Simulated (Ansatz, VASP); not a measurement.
**One calculation of SrO, two programs**

File INCAR:

```
ALGO = Normal
EDIFF = 1E-8
ENCUT = 520
GGA = PE
ISIF = 2
ISMEAR = -1
LASPH = T
LCHARG = F
LEFG = T
LREAL = F
LWAVE = F
NBANDS = 15
NELM = 60
PREC = Accurate
SIGMA = 0.02
```

KPOINTS

```
k-points
0
Gamma
  8 8 8
```

Contents of POSCAR:

```
SrO
1.0
    0.0000000000      2.5173403822      2.5173403822
    2.5173403822      0.0000000000      2.5173403822
    2.5173403822      2.5173403822      0.0000000000
Sr O
1 1
Direct
    0.0000000000      0.0000000000      0.0000000000
    0.5000000000      0.5000000000      0.5000000000
```

Input for Ansatz:

```yaml
crystal:
  lattice:
    - [0.0, 2.5173403822, 2.5173403822]
    - [2.5173403822, 0.0, 2.5173403822]
    - [2.5173403822, 2.5173403822, 0.0]
  atoms:
    - { symbol: Sr, position: [0.0, 0.0, 0.0] }
    - { symbol: O, position: [0.5, 0.5, 0.5] }
kpoints:
  mp_grid: { grid: [8, 8, 8] }
scf:
  occupations: { method: fermi_dirac, width: 0.02 }
hamiltonian:
  xc: pbe
  pseudopotentials: { kind: paw }
output:
  forces: true
  stress: true
  eigenvalues: true
  efg: { contact_densities: true }
```

Change from the starting cell: volume scaled by 0.94, PAW files.

Alike in both runs: task electric field gradients; functional PBE; k mesh 8 × 8 × 8; occupations fermi-dirac, width 0.02 eV; no spin polarisation.

|  | VASP | Ansatz |
| --- | --- | --- |
| version | VASP 6.6.1 | Ansatz 0.2.0 |
| potentials or method | VASP PAW PBE potentials, release 64 (Sr_sv, O) | PAW with Ansatz's default frozen-core files, scalar-relativistic |
| plane-wave cutoff (eV) | 520 | 420 |
| valence electrons in the cell | 16 | 16 |

VASP gave:

```
gap on the k mesh at the Fermi level (eV) : 3.22
pressure (GPa)                            : 10.6
```

Which values does Ansatz return?

gap on the k mesh at the Fermi level (eV): 3.27; pressure (GPa): 9.8.
